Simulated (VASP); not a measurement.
# AlNi3 (Fm-3m) in VASP: notebook

Runs on AlNi3. Level: PBE. Tasks: single point.

Program: VASP 6.6.1. These are calculated values, not measurements. Logs are shortened: lines on timing, memory, paths and dates and some standing lists are left out, and cuts for length are marked.

## Step 1: The cell of the first run

It takes space group Fm-3m (No. 225, cubic). The conventional cell has a = 5.672 Å, b = 5.672 Å, c = 5.672 Å, α = 90.00°, β = 90.00°, γ = 90.00°. Within 3.2 Å of Al (site symmetry m-3m) lie 14 Ni at 2.46 to 2.84 Å. Ni (site symmetry -43m) has 4 Al at 2.46 Å and 10 Ni at 2.46 to 2.84 Å within 3.2 Å. Ni (site symmetry m-3m) has 8 Ni at 2.46 Å and 6 Al at 2.84 Å within 3.2 Å.

## Step 2: Single point, PBE, collinear spin, ferromagnetic start (11.40 Å³/atom)

File INCAR:

```
SYSTEM = AlNi3
  PREC = Accurate
  ENCUT = 520
  EDIFF = 1E-6
  ISMEAR = 0
  SIGMA = 0.15
  LREAL = .FALSE.
  LASPH = .TRUE.
  NELM = 150
  ALGO = Normal
  ISIF = 2
  LWAVE = .FALSE.
  LCHARG = .TRUE.
  ISPIN = 2
  MAGMOM = 0 0.875 0.875 0.875
  LORBIT = 11
  NUPDOWN = 2.625
  LMAXMIX = 4
  GGA = PE
  LELF = .TRUE.
  LVHAR = .TRUE.
  NBANDS = 28
```

File KPOINTS:

```
Automatic mesh
0
G
  14 14 14
  0 0 0
```

File POSCAR:

```
AlNi3
1.0
    0.0000000000      2.8358889503      2.8358889503
    2.8358889503      0.0000000000      2.8358889503
    2.8358889503      2.8358889503      0.0000000000
Al Ni
1 3
Direct
    0.5000000000      0.5000000000      0.5000000000
    0.2500000000      0.2500000000      0.2500000000
    0.0000000000      0.0000000000      0.0000000000
    0.7500000000      0.7500000000      0.7500000000
```

Potentials or basis: VASP PAW PBE potentials, release 64 (Al, Ni).

Run with:

```
> cat potpaw_PBE.64/Al/POTCAR potpaw_PBE.64/Ni/POTCAR > POTCAR
> mpirun -np 1 vasp_std > vasp.out
```

OUTCAR:

```text
SYSTEM = AlNi3
   PREC = Accurate
   ENCUT = 520
   EDIFF = 1E-6
   ISMEAR = 0
   LREAL = .FALSE.
   LASPH = .TRUE.
   NELM = 150
   ISIF = 2
   ISPIN = 2
   LORBIT = 11
   NUPDOWN = 2.625
   GGA = PE

 ion  position               nearest neighbor table
   1  0.500  0.500  0.500-   2 2.46   4 2.46   2 2.46   2 2.46   2 2.46   4 2.46   4 2.46   4 2.46
                             3 2.84   3 2.84   3 2.84   3 2.84   3 2.84   3 2.84
   2  0.250  0.250  0.250-   1 2.46   3 2.46   3 2.46   3 2.46   3 2.46   1 2.46   1 2.46   1 2.46
                             4 2.84   4 2.84   4 2.84   4 2.84   4 2.84   4 2.84
   3  0.000  0.000  0.000-   2 2.46   4 2.46   4 2.46   4 2.46   4 2.46   2 2.46   2 2.46   2 2.46
                             1 2.84   1 2.84   1 2.84   1 2.84   1 2.84   1 2.84
   4  0.750  0.750  0.750-   1 2.46   3 2.46   1 2.46   1 2.46   1 2.46   3 2.46   3 2.46   3 2.46
                             2 2.84   2 2.84   2 2.84   2 2.84   2 2.84   2 2.84

  LATTYP: Found a face centered cubic cell.
 ALAT       =     5.6717779006

  Lattice vectors:

 A1 = (   0.0000000000,   2.8358889503,   2.8358889503)
 A2 = (   2.8358889503,   0.0000000000,   2.8358889503)
 A3 = (   2.8358889503,   2.8358889503,   0.0000000000)

Analysis of symmetry for initial positions (statically):
=====================================================================
 Subroutine PRICEL returns:
 Original cell was already a primitive cell.

 Routine SETGRP: Setting up the symmetry group for a
 face centered cubic supercell.

 Subroutine GETGRP returns: Found 48 space group operations
 (whereof 48 operations were pure point group operations)
 out of a pool of 48 trial point group operations.

The static configuration has the point symmetry O_h .

Analysis of symmetry for dynamics (positions and initial velocities):
=====================================================================
 Subroutine PRICEL returns:
 Original cell was already a primitive cell.

 Routine SETGRP: Setting up the symmetry group for a
 face centered cubic supercell.

 Subroutine GETGRP returns: Found 48 space group operations
 (whereof 48 operations were pure point group operations)
 out of a pool of 48 trial point group operations.

The dynamic configuration has the point symmetry O_h .

Analysis of structural, dynamic, and magnetic symmetry:
=====================================================================
 Subroutine PRICEL returns:
 Original cell was already a primitive cell.

 Routine SETGRP: Setting up the symmetry group for a
 face centered cubic supercell.

 Subroutine GETGRP returns: Found 48 space group operations
 (whereof 48 operations were pure point group operations)
 out of a pool of 48 trial point group operations.

The overall configuration has the point symmetry O_h .

 Subroutine INISYM returns: Found 48 space group operations
 (whereof 48 operations are pure point group operations),
 and found     1 'primitive' translations

----------------------------------------------------------------------------------------

                                     Primitive cell

  volume of cell :      45.6139

  direct lattice vectors                    reciprocal lattice vectors
     0.000000000  2.835888950  2.835888950    -0.176311558  0.176311558  0.176311558
     2.835888950  0.000000000  2.835888950     0.176311558 -0.176311558  0.176311558
     2.835888950  2.835888950  0.000000000     0.176311558  0.176311558 -0.176311558

  length of vectors
     4.010552615  4.010552615  4.010552615     0.305380577  0.305380577  0.305380577

  position of ions in fractional coordinates (direct lattice)
     0.500000000  0.500000000  0.500000000
     0.250000000  0.250000000  0.250000000
     0.000000000  0.000000000  0.000000000
     0.750000000  0.750000000  0.750000000

  ion indices of the primitive-cell ions
   primitive index   ion index
                 1           1
                 2           2
                 3           3
                 4           4

----------------------------------------------------------------------------------------

 KPOINTS: Automatic mesh

Automatic generation of k-mesh.
 Grid dimensions read from file:
 generate k-points for:   14   14   14

[... 21 lines left out ...]
  0.071429  0.000000  0.000000      8.000000
  0.142857  0.000000  0.000000      8.000000
  0.214286  0.000000  0.000000      8.000000
  0.285714  0.000000  0.000000      8.000000
  0.357143  0.000000  0.000000      8.000000
[... 16 lines left out ...]
  0.214286  0.142857  0.000000     24.000000
  0.285714  0.142857  0.000000     24.000000
 [... further k-points ...]
   k-points           NKPTS =    104   k-points in BZ     NKDIM =    104   number of bands    NBANDS=     28
   number of dos      NEDOS =    301   number of ions     NIONS =      4
   total plane-waves  NPLWV =  27000
   dimension x,y,z NGX =    30 NGY =   30 NGZ =   30
   dimension x,y,z NGXF=    60 NGYF=   60 NGZF=   60
   ions per type =               1   3
   NGX,Y,Z   is equivalent  to a cutoff of  12.44, 12.44, 12.44 a.u.
   NGXF,Y,Z  is equivalent  to a cutoff of  24.87, 24.87, 24.87 a.u.
 SYSTEM =  AlNi3
   PREC   = accura    normal or accurate (medium, high low for compatibility)
   ISTART =      0    job   : 0-new  1-cont  2-samecut
   ICHARG =      2    charge: 1-file 2-atom 10-const
   ISPIN  =      2    spin polarized calculation?
   LNONCOLLINEAR =      F non collinear calculations
   LSORBIT =      F    spin-orbit coupling
   LASPH  =      T    aspherical Exc in radial PAW
   ENCUT  =  520.0 eV  38.22 Ry    6.18 a.u.   7.46  7.46  7.46*2*pi/ulx,y,z
   NELM   =    150;   NELMIN=  2; NELMDL= -5     # of ELM steps
   EDIFF  = 0.1E-05   stopping-criterion for ELM
   LREAL  =      F    real-space projection
   EDIFFG = 0.1E-04   stopping-criterion for IOM
   NSW    =      0    number of steps for IOM
   IBRION =     -1    ionic relax: 0-MD 1-quasi-New 2-CG
   NFREE  =      0    steps in history (QN), initial steepest desc. (CG)
   ISIF   =      2    stress and relaxation
   ISYM   =      2    0-nonsym 1-usesym 2-fastsym
   POTIM  = 0.5000    time-step for ionic-motion
   TEBEG  =    0.0;   TEEND  =   0.0 temperature during run
   PSTRESS=    0.0 pullay stress
   NELECT =      33.0000    total number of electrons
   NUPDOWN=       2.6250    fix difference up-down
   EMIN   =  10.00;   EMAX   =-10.00  energy-range for DOS
   EFERMI =   0.00;   METHOD = LEGACY
   ISMEAR =     0;   SIGMA  =   0.15  broadening in eV -4-tet -1-fermi 0-gaus
   EFERMI_NEDOS =   21; number of points for ismear=-14 and -15
   IALGO  =     38    algorithm
   IMIX   =      4    mixing-type and parameters
     AMIX     =   0.40;   BMIX     =  1.00
     AMIX_MAG =   1.60;   BMIX_MAG =  1.00
  volume/ion in A,a.u.               =      11.40        76.95
  Fermi-wavevector in a.u.,A,eV,Ry     =   1.469649  2.777234 29.386786  2.159868
  Thomas-Fermi vector in A             =   2.585001
   LORBIT       =     11    0 simple, 1 ext, 2 COOP (PROOUT), +10 PAW based schemes
   GGA     = PE    functional components
   LHFCALC =     F    Hartree Fock is set to
   AEXX    =    0.0000 exact exchange contribution
   IVDW    =     0    specifies the selected vdW correction
   LEPSILON=     F    determine dielectric tensor
   LRPA    =     F    only Hartree local field effects (RPA)
 spin polarized calculation
 Gauss-broadening in eV      SIGMA  =   0.15
  energy-cutoff  :      520.00
  volume of cell :       45.61
 maximum number of plane-waves:      1246
 NGX is ok and might be reduce to    30
   NGX = 15   NGY = 15   NGZ = 15

 number of electron      32.9999985 magnetization       2.6249998

 Free energy of the ion-electron system (eV)
  ---------------------------------------------------
  ext. energy  EPLUGINS =         0.00000000
  ---------------------------------------------------
  free energy    TOTEN  =       -20.99043831 eV

  energy without entropy =      -20.91060630  energy(sigma->0) =      -20.95052231

 E-fermi :   9.2134     XC(G=0): -12.6394

 val. band max:       10.4990772967   @ k =  -0.2143   0.2143   0.0714
 cond. band min:       9.2150877155   @ k =   0.2143   0.0000   0.0000
 fundamental gap:     -1.2839895811
 Fermi energy:        10.5050784481

 spin component 1

 k-point     1 :       0.0000    0.0000    0.0000
  band No.  band energies     occupation
      1      -0.5522      1.00000
      2       5.5402      1.00000
      3       5.5402      1.00000
      4       5.7579      1.00000
      5       5.7579      1.00000
      6       5.7579      1.00000
[... 733 lines left out ...]
     27      22.8917      0.00000
     28      23.0401      0.00000

 [... further k-points ...]

 spin component 2

 k-point     1 :       0.0000    0.0000    0.0000
  band No.  band energies     occupation
      1      -0.3739      1.00000
      2       6.1693      1.00000
      3       6.1693      1.00000
      4       6.2690      1.00000
      5       6.2690      1.00000
      6       6.2690      1.00000
[... 733 lines left out ...]
     27      23.1634      0.00000
     28      23.3126      0.00000

 [... further k-points ...]

------------------------ aborting loop because EDIFF is reached ----------------------------------------

  FORCE on cell =-STRESS in cart. coord.  units (eV):
  Direction    XX          YY          ZZ          XY          YZ          ZX
  --------------------------------------------------------------------------------------
  -------------------------------------------------------------------------------------
  Total        1.4357273      1.4357273      1.4357273      0.0000000      0.0000000     -0.0000000
  in kB       50.4295256     50.4295256     50.4295256      0.0000000      0.0000000     -0.0000000
  external PRESSURE =      50.4295256 kB  Pullay stress =       0.0000000 kB

 VOLUME and BASIS-vectors are now :
 -----------------------------------------------------------------------------
  energy-cutoff  :      520.00
  volume of cell :       45.61
      direct lattice vectors                 reciprocal lattice vectors
     0.000000000  2.835888950  2.835888950    -0.176311558  0.176311558  0.176311558
     2.835888950  0.000000000  2.835888950     0.176311558 -0.176311558  0.176311558
     2.835888950  2.835888950  0.000000000     0.176311558  0.176311558 -0.176311558

 POSITION                                       TOTAL-FORCE (eV/Angst)
 -----------------------------------------------------------------------------------
      2.83589      2.83589      2.83589        -0.000000     -0.000000     -0.000000
      1.41794      1.41794      1.41794        -0.000000     -0.000000     -0.000000
      0.00000      0.00000      0.00000        -0.000000     -0.000000     -0.000000
      4.25383      4.25383      4.25383         0.000000      0.000000      0.000000
 -----------------------------------------------------------------------------------
    total drift:                                0.000000     -0.000000      0.000000

  FREE ENERGIE OF THE ION-ELECTRON SYSTEM (eV)
  ---------------------------------------------------
  free  energy   TOTEN  =       -20.9904383118 eV

  energy  without entropy=      -20.9106063002  energy(sigma->0) =      -20.95052231

 total charge

# of ion       s       p       d       tot
------------------------------------------
    1        0.403   0.414   0.000   0.817
    2        0.487   0.528   8.355   9.370
    3        0.485   0.518   8.294   9.298
    4        0.487   0.528   8.355   9.370
--------------------------------------------------
tot          1.862   1.988  25.005  28.855

 magnetization (x)

# of ion       s       p       d       tot
------------------------------------------
    1        0.006   0.032   0.000   0.038
    2        0.022   0.040   0.710   0.772
    3        0.011   0.038   0.857   0.906
    4        0.022   0.040   0.710   0.772
--------------------------------------------------
tot          0.062   0.149   2.277   2.488
```

Run time: 5.7 min. Hardware: 1 thread of Oxide Virtual Turin-like, shared host; peak memory 0.29 GiB.

Results:

```yaml
Free_energy: -20.9904 eV
Pressure: 5.0 GPa
Net_moment: 2.62 μB per cell
Site_moments: Al +0.04; Ni +0.77, +0.91 (each value once) μB
Valence_electrons_inside_the_program's_atomic_spheres: Al 0.82; Ni 9.37, 9.30 (each value once)
```

Caveat: the cell stands under pressure; the total moment is fixed, so each spin has its own Fermi level and the state may be an excited one.

## Step 3: Single point, PBE, collinear spin, ferromagnetic start (10.72 Å³/atom)

This run uses another cell than the first one, of 10.72 Å³/atom.

File INCAR:

```
SYSTEM = AlNi3
PREC = Accurate ; ENCUT = 520
EDIFF = 1E-6 ; ISMEAR = 0
SIGMA = 0.15 ; LREAL = .FALSE.
LASPH = .TRUE. ; NELM = 150
ALGO = Normal ; ISIF = 2
LWAVE = .FALSE. ; LCHARG = .FALSE.
ISPIN = 2 ; MAGMOM = 0 1 1 1
LORBIT = 11 ; NUPDOWN = 3.0
LMAXMIX = 4 ; GGA = PE
NBANDS = 28
```

KPOINTS is that of step 2.

File POSCAR:

```
AlNi3
1.0
    0.0000000000      2.7779734381      2.7779734381
    2.7779734381      0.0000000000      2.7779734381
    2.7779734381      2.7779734381      0.0000000000
Al Ni
1 3
Direct
    0.5000000000      0.5000000000      0.5000000000
    0.2500000000      0.2500000000      0.2500000000
    0.0000000000      0.0000000000      0.0000000000
    0.7500000000      0.7500000000      0.7500000000
```

Potentials or basis: VASP PAW PBE potentials, release 64 (Al, Ni).

Run with:

```
> cat potpaw_PBE.64/Al/POTCAR potpaw_PBE.64/Ni/POTCAR > POTCAR
> mpirun -np 1 vasp_std > vasp.out
```

It took 6 min on 1 thread of Oxide Virtual Turin-like, shared host; peak memory 0.28 GiB.

It converged, with:

* Free energy: -20.4986 eV
* Pressure: 20.1 GPa
* Net moment: 3.00 μB per cell
* Site moments: Al +0.05; Ni +0.88, +1.00 (each value once) μB
* Valence electrons inside the program's atomic spheres: Al 0.86; Ni 9.48, 9.41 (each value once)

Caveat: the cell stands under pressure; the total moment is fixed, so each spin has its own Fermi level and the state may be an excited one.

## Step 4: Single point, PBE, collinear spin, ferromagnetic start (10.72 Å³/atom)

This run uses another cell than the first one, of 10.72 Å³/atom.

File INCAR:

```
ALGO = Fast ; EDIFF = 1E-6
ENCUT = 520 ; GGA = PE
ISIF = 2 ; ISMEAR = 0
ISPIN = 2 ; LASPH = True
LCHARG = True ; LELF = True
LMAXMIX = 4 ; LORBIT = 11
LREAL = False ; LVHAR = True
LWAVE = False ; MAGMOM = 0 0.25 0.25 0.25
NBANDS = 28 ; NELM = 150
NUPDOWN = 0.75 ; PREC = Accurate
SIGMA = 0.15
```

File KPOINTS:

```
k-points
0
Gamma
  14 14 14
```

POSCAR is that of step 3.

Run with:

```
> cat potpaw_PBE.64/Al/POTCAR potpaw_PBE.64/Ni/POTCAR > POTCAR
> mpirun -np 1 vasp_std > vasp.out
```

Wall time 5.3 min (1 thread of Oxide Virtual Turin-like, shared host); peak memory 0.28 GiB.

It converged, with:

```yaml
Free_energy: -21.5451 eV
Pressure: 13.4 GPa
Net_moment: 0.75 μB per cell
Site_moments: Al +0.00; Ni +0.21, +0.32 (each value once) μB
Valence_electrons_inside_the_program's_atomic_spheres: Al 0.84; Ni 9.51, 9.45 (each value once)
```

Caveat: the cell stands under pressure; the total moment is fixed, so each spin has its own Fermi level and the state may be an excited one.

## Step 5: Single point, PBE, collinear spin, ferromagnetic start (12.09 Å³/atom)

This run uses another cell than the first one, of 12.09 Å³/atom.

File INCAR:

```
SYSTEM = AlNi3
PREC = Accurate
ENCUT = 520
EDIFF = 1E-7
ISMEAR = 0
SIGMA = 0.15
LREAL = .FALSE.
LASPH = .TRUE.
NELM = 150
ALGO = Normal
ISIF = 2
LWAVE = .FALSE.
LCHARG = .TRUE.
ISPIN = 2
MAGMOM = 0 0.375 0.375 0.375
LORBIT = 11
NUPDOWN = 1.125
LMAXMIX = 4
GGA = PE
LELF = .TRUE.
LVHAR = .TRUE.
NBANDS = 28
```

File KPOINTS:

```
regular mesh
0
G
  14 14 14
  0 0 0
```

File POSCAR:

```
AlNi3
1.0
    0.0000000000      2.8915329726      2.8915329726
    2.8915329726      0.0000000000      2.8915329726
    2.8915329726      2.8915329726      0.0000000000
Al Ni
1 3
Direct
    0.5000000000      0.5000000000      0.5000000000
    0.2500000000      0.2500000000      0.2500000000
    0.0000000000      0.0000000000      0.0000000000
    0.7500000000      0.7500000000      0.7500000000
```

Potentials or basis: VASP PAW PBE potentials, release 64 (Al, Ni).

Run with:

```
> cat potpaw_PBE.64/Al/POTCAR potpaw_PBE.64/Ni/POTCAR > POTCAR
> mpirun -np 1 vasp_std > vasp.out
```

OUTCAR:

```text
SYSTEM = AlNi3
   PREC = Accurate
   ENCUT = 520
   EDIFF = 1E-7
   ISMEAR = 0
   LREAL = .FALSE.
   LASPH = .TRUE.
   NELM = 150
   ISIF = 2
   ISPIN = 2
   LORBIT = 11
   NUPDOWN = 1.125
   GGA = PE

 ion  position               nearest neighbor table
   1  0.500  0.500  0.500-   2 2.50   2 2.50   2 2.50   4 2.50   4 2.50   4 2.50   4 2.50   2 2.50
                             3 2.89   3 2.89   3 2.89   3 2.89   3 2.89   3 2.89
   2  0.250  0.250  0.250-   3 2.50   3 2.50   3 2.50   1 2.50   1 2.50   1 2.50   3 2.50   1 2.50
                             4 2.89   4 2.89   4 2.89   4 2.89   4 2.89   4 2.89
   3  0.000  0.000  0.000-   4 2.50   4 2.50   4 2.50   2 2.50   2 2.50   2 2.50   4 2.50   2 2.50
                             1 2.89   1 2.89   1 2.89   1 2.89   1 2.89   1 2.89
   4  0.750  0.750  0.750-   1 2.50   1 2.50   1 2.50   3 2.50   3 2.50   3 2.50   3 2.50   1 2.50
[... 1724 lines left out ...]

 POSITION                                       TOTAL-FORCE (eV/Angst)
 -----------------------------------------------------------------------------------
      2.89153      2.89153      2.89153        -0.000000      0.000000      0.000000
      1.44577      1.44577      1.44577         0.000000      0.000000     -0.000000
      0.00000      0.00000      0.00000        -0.000000      0.000000      0.000000
      4.33730      4.33730      4.33730        -0.000000     -0.000000     -0.000000
 -----------------------------------------------------------------------------------
    total drift:                                0.000000     -0.000000      0.000000

  FREE ENERGIE OF THE ION-ELECTRON SYSTEM (eV)
  ---------------------------------------------------
  free  energy   TOTEN  =       -21.5302175487 eV

  energy  without entropy=      -21.4786679305  energy(sigma->0) =      -21.50444274

 total charge

# of ion       s       p       d       tot
------------------------------------------
    1        0.397   0.380   0.000   0.777
    2        0.452   0.454   8.389   9.295
    3        0.453   0.438   8.337   9.229
    4        0.452   0.454   8.389   9.295
--------------------------------------------------
tot          1.753   1.727  25.116  28.596

 magnetization (x)

# of ion       s       p       d       tot
------------------------------------------
    1       -0.001   0.005   0.000   0.004
    2        0.006   0.004   0.313   0.323
    3        0.003   0.005   0.456   0.464
    4        0.006   0.004   0.313   0.323
--------------------------------------------------
tot          0.015   0.017   1.081   1.114
```

stdout:

```text
POSCAR found type information on POSCAR AlNi
 POSCAR found :  2 types and       4 ions
 scaLAPACK will be used
 LDA part: xc-table for (Slater+PW92), standard interpolation
 POSCAR, INCAR and KPOINTS ok, starting setup
 FFT: planning ... GRIDC
 FFT: planning ... GRID_SOFT
 FFT: planning ... GRID
 WAVECAR not read
 entering main loop
```

Run time: 4 min. Hardware: 1 thread of Oxide Virtual Turin-like, shared host; peak memory 0.3 GiB.

What came out:

* Free energy: -21.5302 eV
* Pressure: -8.1 GPa
* Net moment: 1.12 μB per cell
* Site moments: Al +0.00; Ni +0.32, +0.46 (each value once) μB
* Valence electrons inside the program's atomic spheres: Al 0.78; Ni 9.29, 9.23 (each value once)

Caveat: the cell stands under tension; the total moment is fixed, so each spin has its own Fermi level and the state may be an excited one.

## Step 6: The runs side by side

| fixed moment (μB) | cell | pressure (GPa) | moment (μB) |
| --- | --- | --- | --- |
| 2.625 | a = 4.011 Å, angles 60.0°, 4 atoms | 5.0 | 2.62 |
| 3.0 | a = 3.929 Å, angles 60.0°, 4 atoms | 20.1 | 3.00 |
| 0.75 | a = 3.929 Å, angles 60.0°, 4 atoms | 13.4 | 0.75 |
| 1.125 | a = 4.089 Å, angles 60.0°, 4 atoms | -8.1 | 1.12 |

Alike in all rows: task single point; level PBE; potentials or basis VASP PAW PBE potentials, release 64 (Al, Ni); spin collinear, ferromagnetic start; k mesh 14 × 14 × 14; cutoff (eV) 520; smearing gaussian 0.15 eV.

Caveats: the total moment is fixed, so each spin has its own Fermi level and the state may be an excited one; the cell stands under pressure (at least some runs); the cell stands under tension (at least some runs).

Absolute energies hang on the potentials; compare differences alone.
